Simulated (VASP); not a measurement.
# ScAl3: single point with r2SCAN

The system is ScAl3.

```
CELL_PARAMETERS angstrom
4.08554 0.00000 0.00000
0.00000 4.08554 0.00000
0.00000 0.00000 4.08554
ATOMIC_POSITIONS crystal
Sc 0.00000 0.00000 0.00000
Al 0.50000 0.00000 0.50000
Al 0.00000 0.50000 0.50000
Al 0.50000 0.50000 0.00000
```

```
Program                : VASP 6.6.1
Task                   : single point
Functional             : r2SCAN
Potentials or basis    : VASP PAW PBE potentials, release 64 (Sc_sv, Al)
Cutoff                 : 520 eV
k mesh                 : 10 × 10 × 10
Occupations            : gaussian, width 0.1 eV
Spin                   : no spin polarisation
Dipole correction      : no
Further INCAR settings : ALGO = Normal; EDIFF = 1e-06; NBANDS = 18
```

| Property | Result |
| --- | --- |
| Pressure | 0.0 GPa |
| Band gap on the k mesh | zero (bands 10 and 11 overlap by 4.25 eV) |

Levels at points of the mesh, in eV from the Fermi level:
| k point | band 8 | band 9 | band 10 | band 11 | band 12 | band 13 |
| --- | --- | --- | --- | --- | --- | --- |
| (0.00, 0.00, 0.00) | -2.03 | -2.03 | -2.03 | 1.30 | 1.40 | 1.40 |
| (0.50, 0.00, 0.00) | -1.87 | -1.60 | 0.97 | 0.97 | 1.18 | 1.33 |
| (0.50, 0.50, 0.00) | -4.71 | -0.58 | -0.58 | 1.18 | 1.51 | 2.31 |
| (0.50, 0.50, 0.50) | -4.84 | -3.29 | -3.29 | -3.29 | 1.05 | 2.89 |

Wall time 2.2 min on 1 thread of Intel(R) Xeon(R) 6975P-C (Granite Rapids), on a shared host, peak memory 0.21 GiB.

Caveat: the PAW data sets were made with another functional, which shifts forces and pressure a little.
